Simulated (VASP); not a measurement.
# MgO (I4/mmm) in VASP: a series of runs, part 2 of 2

VASP 6.6.1. The steps go on from the part before.

## Step 6: Single point, PBE (strain +0.0600 x Voigt [1, 0, 0, 0, 0, 0])

Input file INCAR:

```
PREC     = Accurate       # precision mode
ENCUT    = 520            # plane-wave cutoff, eV
EDIFF    = 1E-6           # SCF threshold, eV
ISMEAR   = 0              # smearing method
SIGMA    = 0.05           # smearing width, eV
LREAL    = False          # projectors in reciprocal space
LASPH    = True           # aspherical terms in the spheres
NELM     = 80             # most SCF steps
ALGO     = Normal         # electronic algorithm
ISIF     = 2              # what is computed and relaxed
LWAVE    = False          # write WAVECAR
LCHARG   = False          # write CHGCAR
GGA      = PE             # functional
NBANDS   = 11             # bands
```

Input file KPOINTS:

```
Automatic mesh
0
Gamma
  10 10 10
```

Input file POSCAR:

```
MgO
1.0
    0.0000000000      2.1351500000      2.1351500000
    2.2632590000      0.0000000000      2.1351500000
    2.2632590000      2.1351500000      0.0000000000
Mg O
1 1
Direct
    0.0000000000      0.0000000000      0.0000000000
    0.5000000000      0.5000000000      0.5000000000
```

Potentials or basis: VASP PAW PBE potentials, release 64 (Mg, O).

The run is started by

```sh
> cat potpaw_PBE.64/Mg/POTCAR potpaw_PBE.64/O/POTCAR > POTCAR
> mpirun -np 1 vasp_std > vasp.out
```

OUTCAR:

```text
PREC = Accurate
   ENCUT = 520
   EDIFF = 1E-6
   ISMEAR = 0
   LREAL = False
   LASPH = True
   NELM = 80
   ISIF = 2
   GGA = PE

 ion  position               nearest neighbor table
   1  0.000  0.000  0.000-   2 2.14   2 2.14   2 2.14   2 2.14   2 2.26   2 2.26
   2  0.500  0.500  0.500-   1 2.14   1 2.14   1 2.14   1 2.14   1 2.26   1 2.26

  LATTYP: Found a body centered tetragonal cell.
 ALAT       =     3.0195580877
 C/A-ratio  =     1.4990663761

  Lattice vectors:

 A1 = (   2.2632590000,   0.0000000000,   2.1351500000)
 A2 = (   2.2632590000,   0.0000000000,  -2.1351500000)
 A3 = (  -2.2632590000,   2.1351500000,   0.0000000000)

Analysis of symmetry for initial positions (statically):
=====================================================================
 Subroutine PRICEL returns:
 Original cell was already a primitive cell.

 Routine SETGRP: Setting up the symmetry group for a
 body centered tetragonal supercell.

 Subroutine GETGRP returns: Found 16 space group operations
 (whereof 16 operations were pure point group operations)
 out of a pool of 16 trial point group operations.

The static configuration has the point symmetry D_4h.

Analysis of symmetry for dynamics (positions and initial velocities):
=====================================================================
 Subroutine PRICEL returns:
 Original cell was already a primitive cell.

 Routine SETGRP: Setting up the symmetry group for a
 body centered tetragonal supercell.

 Subroutine GETGRP returns: Found 16 space group operations
 (whereof 16 operations were pure point group operations)
 out of a pool of 16 trial point group operations.

The dynamic configuration has the point symmetry D_4h.

 Subroutine INISYM returns: Found 16 space group operations
 (whereof 16 operations are pure point group operations),
 and found     1 'primitive' translations

----------------------------------------------------------------------------------------

                                     Primitive cell

  volume of cell :      20.6358

  direct lattice vectors                    reciprocal lattice vectors
     0.000000000  2.135150000  2.135150000    -0.220920363  0.234175585  0.234175585
     2.263259000  0.000000000  2.135150000     0.220920363 -0.234175585  0.234175585
     2.263259000  2.135150000  0.000000000     0.220920363  0.234175585 -0.234175585

  length of vectors
     3.019558088  3.111463775  3.111463775     0.398098249  0.398098249  0.398098249

  position of ions in fractional coordinates (direct lattice)
     0.000000000  0.000000000  0.000000000
     0.500000000  0.500000000  0.500000000

  ion indices of the primitive-cell ions
   primitive index   ion index
                 1           1
                 2           2

----------------------------------------------------------------------------------------

 KPOINTS: Automatic mesh

Automatic generation of k-mesh.
 Grid dimensions read from file:
 generate k-points for:   10   10   10

 Generating k-lattice:

  Cartesian coordinates                     Fractional coordinates (reciprocal lattice)
    -0.022092036  0.023417558  0.023417558     0.100000000 -0.000000000 -0.000000000
     0.022092036 -0.023417558  0.023417558     0.000000000  0.100000000  0.000000000
     0.022092036  0.023417558 -0.023417558     0.000000000  0.000000000  0.100000000

  Length of vectors
     0.039809825  0.039809825  0.039809825

  Shift w.r.t. Gamma in fractional coordinates (k-lattice)
     0.000000000  0.000000000  0.000000000

 Subroutine IBZKPT returns following result:
 ===========================================

 Found    102 irreducible k-points:

 Following reciprocal coordinates:
            Coordinates               Weight
  0.000000  0.000000  0.000000      1.000000
  0.100000 -0.000000 -0.000000      8.000000
  0.200000 -0.000000 -0.000000      8.000000
  0.300000 -0.000000 -0.000000      8.000000
  0.400000 -0.000000 -0.000000      8.000000
  0.500000 -0.000000 -0.000000      4.000000
[... 16 lines left out ...]
  0.300000  0.300000  0.000000      4.000000
  0.400000  0.300000 -0.000000     16.000000
 [... further k-points ...]
   k-points           NKPTS =    102   k-points in BZ     NKDIM =    102   number of bands    NBANDS=     11
   number of dos      NEDOS =    301   number of ions     NIONS =      2
   total plane-waves  NPLWV =  13824
   dimension x,y,z NGX =    24 NGY =   24 NGZ =   24
   dimension x,y,z NGXF=    48 NGYF=   48 NGZF=   48
   ions per type =               1   1
   NGX,Y,Z   is equivalent  to a cutoff of  13.21, 12.82, 12.82 a.u.
   NGXF,Y,Z  is equivalent  to a cutoff of  26.43, 25.65, 25.65 a.u.
 SYSTEM =  unknown system
   PREC   = accura    normal or accurate (medium, high low for compatibility)
   ISTART =      0    job   : 0-new  1-cont  2-samecut
   ICHARG =      2    charge: 1-file 2-atom 10-const
   ISPIN  =      1    spin polarized calculation?
   LNONCOLLINEAR =      F non collinear calculations
   LSORBIT =      F    spin-orbit coupling
   LASPH  =      T    aspherical Exc in radial PAW
   ENCUT  =  520.0 eV  38.22 Ry    6.18 a.u.   5.61  5.79  5.79*2*pi/ulx,y,z
   NELM   =     80;   NELMIN=  2; NELMDL= -5     # of ELM steps
   EDIFF  = 0.1E-05   stopping-criterion for ELM
   LREAL  =      F    real-space projection
   EDIFFG = 0.1E-04   stopping-criterion for IOM
   NSW    =      0    number of steps for IOM
   IBRION =     -1    ionic relax: 0-MD 1-quasi-New 2-CG
   NFREE  =      0    steps in history (QN), initial steepest desc. (CG)
   ISIF   =      2    stress and relaxation
   ISYM   =      2    0-nonsym 1-usesym 2-fastsym
   POTIM  = 0.5000    time-step for ionic-motion
   TEBEG  =    0.0;   TEEND  =   0.0 temperature during run
   PSTRESS=    0.0 pullay stress
   NELECT =       8.0000    total number of electrons
   NUPDOWN=      -1.0000    fix difference up-down
   EMIN   =  10.00;   EMAX   =-10.00  energy-range for DOS
   EFERMI =   0.00;   METHOD = LEGACY
   ISMEAR =     0;   SIGMA  =   0.05  broadening in eV -4-tet -1-fermi 0-gaus
   EFERMI_NEDOS =   21; number of points for ismear=-14 and -15
   IALGO  =     38    algorithm
   IMIX   =      4    mixing-type and parameters
     AMIX     =   0.40;   BMIX     =  1.00
     AMIX_MAG =   1.60;   BMIX_MAG =  1.00
  volume/ion in A,a.u.               =      10.32        69.63
  Fermi-wavevector in a.u.,A,eV,Ry     =   1.193707  2.255780 19.387443  1.424937
  Thomas-Fermi vector in A             =   2.329715
   LORBIT       =      0    0 simple, 1 ext, 2 COOP (PROOUT), +10 PAW based schemes
   GGA     = PE    functional components
   LHFCALC =     F    Hartree Fock is set to
   AEXX    =    0.0000 exact exchange contribution
   IVDW    =     0    specifies the selected vdW correction
   LEPSILON=     F    determine dielectric tensor
   LRPA    =     F    only Hartree local field effects (RPA)
 non-spin polarized calculation
 Gauss-broadening in eV      SIGMA  =   0.05
  energy-cutoff  :      520.00
  volume of cell :       20.64
 maximum number of plane-waves:       568
   NGX = 11   NGY = 11   NGZ = 11

 number of electron       7.9999997 magnetization

 Free energy of the ion-electron system (eV)
  ---------------------------------------------------
  ext. energy  EPLUGINS =         0.00000000
  ---------------------------------------------------
  free energy    TOTEN  =       -11.85053136 eV

  energy without entropy =      -11.85053136  energy(sigma->0) =      -11.85053136

 E-fermi :   2.7485     XC(G=0): -10.6120

 val. band max:        2.5516730514   @ k =   0.0000   0.0000   0.0000
 cond. band min:       6.2811366869   @ k =   0.0000   0.0000   0.0000
 fundamental gap:      3.7294636356
 Fermi energy:         2.7485214937

 k-point     1 :       0.0000    0.0000    0.0000
  band No.  band energies     occupation
      1     -14.3161      2.00000
      2       2.4291      2.00000
      3       2.4291      2.00000
      4       2.5517      2.00000
      5       6.2811      0.00000
      6      17.3613      0.00000
      7      17.9398      0.00000
      8      17.9398      0.00000
      9      21.4179      0.00000
     10      22.1977      0.00000
     11      23.6105      0.00000
[... 309 lines left out ...]
 k-point    24 :       0.4000    0.3000   -0.0000
  band No.  band energies     occupation
      1     -13.2548      2.00000
      2      -0.7853      2.00000
      3       1.1930      2.00000
      4       1.5348      2.00000
      5      11.0710      0.00000
      6      12.2312      0.00000
      7      15.3325      0.00000
      8      18.8826      0.00000
      9      19.7016      0.00000
     10      25.8112      0.00000
     11      27.8609      0.00000

 [... further k-points ...]
[... 5 lines left out ...]
  --------------------------------------------------------------------------------------
  -------------------------------------------------------------------------------------
  Total       -1.6448026     -0.9078369     -0.9078369     -0.0000000      0.0000000      0.0000000
  in kB     -127.7036599    -70.4851106    -70.4851106     -0.0000000      0.0000000      0.0000000
  external PRESSURE =     -89.5579603 kB  Pullay stress =       0.0000000 kB

 VOLUME and BASIS-vectors are now :
 -----------------------------------------------------------------------------
  energy-cutoff  :      520.00
  volume of cell :       20.64
      direct lattice vectors                 reciprocal lattice vectors
     0.000000000  2.135150000  2.135150000    -0.220920363  0.234175585  0.234175585
     2.263259000  0.000000000  2.135150000     0.220920363 -0.234175585  0.234175585
     2.263259000  2.135150000  0.000000000     0.220920363  0.234175585 -0.234175585

 POSITION                                       TOTAL-FORCE (eV/Angst)
 -----------------------------------------------------------------------------------
      0.00000      0.00000      0.00000        -0.000000      0.000000      0.000000
      2.26326      2.13515      2.13515         0.000000     -0.000000     -0.000000
 -----------------------------------------------------------------------------------
    total drift:                               -0.000000     -0.000000      0.000000

  FREE ENERGIE OF THE ION-ELECTRON SYSTEM (eV)
  ---------------------------------------------------
  free  energy   TOTEN  =       -11.8505313635 eV

  energy  without entropy=      -11.8505313635  energy(sigma->0) =      -11.85053136
```

Wall time 10 s (1 thread of Intel Xeon Platinum 8488C (Sapphire Rapids), shared host); peak memory 0.15 GiB.

Results:

```
Free energy            : -11.8505 eV
Pressure               : -9.0 GPa
Band gap on the k mesh : 3.73 eV, direct
```

Caveat: the cell differs from its parent crystal (strain +0.0600 x Voigt [1, 0, 0, 0, 0, 0]).

## Step 7: The runs side by side

| cell | gap on the mesh (eV) | pressure (GPa) |
| --- | --- | --- |
| a = 3.020, b = 3.042, c = 3.042 Å, angles 59.5, 60.2, 60.2°, 2 atoms | 4.18 | -4.4 |
| a = 3.020, b = 3.088, c = 3.088 Å, angles 58.5, 60.7, 60.7°, 2 atoms | 3.87 | -7.7 |
| a = 3.020, b = 3.065, c = 3.065 Å, angles 59.0, 60.5, 60.5°, 2 atoms | 4.02 | -6.1 |
| a = 3.020, b = 3.100, c = 3.100 Å, angles 58.3, 60.9, 60.9°, 2 atoms | 3.80 | -8.3 |
| a = 3.020, b = 3.111, c = 3.111 Å, angles 58.1, 61.0, 61.0°, 2 atoms | 3.73 | -9.0 |

Alike in all rows: task single point; level PBE; potentials or basis VASP PAW PBE potentials, release 64 (Mg, O); no spin polarisation; k mesh 10 × 10 × 10; cutoff (eV) 520; smearing gaussian 0.05 eV.

Total energies depend on the potentials used, so only differences within one code and one set of settings carry meaning.
